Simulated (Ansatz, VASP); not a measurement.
# Two plane-wave programs on Pt

File INCAR:

```
SYSTEM = Pt
PREC = Accurate ; ENCUT = 520
EDIFF = 1E-6 ; ISMEAR = 0
SIGMA = 0.15 ; LREAL = .False.
LASPH = .True. ; NELM = 60
ALGO = Fast ; ISIF = 2
LWAVE = .False. ; LCHARG = .True.
GGA = PE ; LELF = .True.
LVHAR = .True. ; NBANDS = 11
```

Contents of KPOINTS:

```
Automatic mesh
0
Gamma
  24 24 24
  0 0 0
```

File POSCAR:

```
Pt
1.0
    0.0000000000      2.1269582839      1.6590274614
    2.1269582839      0.0000000000      1.6590274614
    2.1269582839      2.1269582839      0.0000000000
Pt
1
Direct
    0.0000000000      0.0000000000      0.0000000000
```

Input for Ansatz:

```yaml
crystal:
  lattice:
    - [0.0, 2.1269582839, 1.6590274614]
    - [2.1269582839, 0.0, 1.6590274614]
    - [2.1269582839, 2.1269582839, 0.0]
  atoms:
    - { symbol: Pt, position: [0.0, 0.0, 0.0] }
basis:
  ecutwfc: 420
kpoints:
  mp_grid: { grid: [24, 24, 24] }
hamiltonian:
  xc: pbe
scf:
  occupations: { method: gaussian, width: 0.15 }
output:
  forces: true
  stress: true
  eigenvalues: true
```

Alike in both runs: task single point; functional PBE; k mesh 24 × 24 × 24; occupations gaussian, width 0.15 eV; no spin polarisation.

```csv
,VASP,Ansatz
version,VASP 6.6.1,Ansatz 0.2.0
potentials or method,"VASP PAW PBE potentials, release 64 (Pt), cutoff 520 eV","scalar-relativistic, plane waves, PAW"
valence electrons in the cell,10,18
```

VASP gave:

- gap on the k mesh at the Fermi level (eV): none
- pressure (GPa): 13.6
- traceless stress, the component that is largest in VASP (GPa): 4.52

What did Ansatz give for the same quantities?

gap on the k mesh at the Fermi level (eV): none; pressure (GPa): 14.2; traceless stress, the component that is largest in VASP (GPa): 4.54.

A gap of «none» marks a metal or a gap that the smearing closes. The functional is the same, so the differences come from potentials, cutoffs and numerics. VASP's potentials hold 10 valence electrons a cell and Ansatz's 18, so a difference there can come from the potentials and not from the codes.

Neither program's run includes spin-orbit coupling.
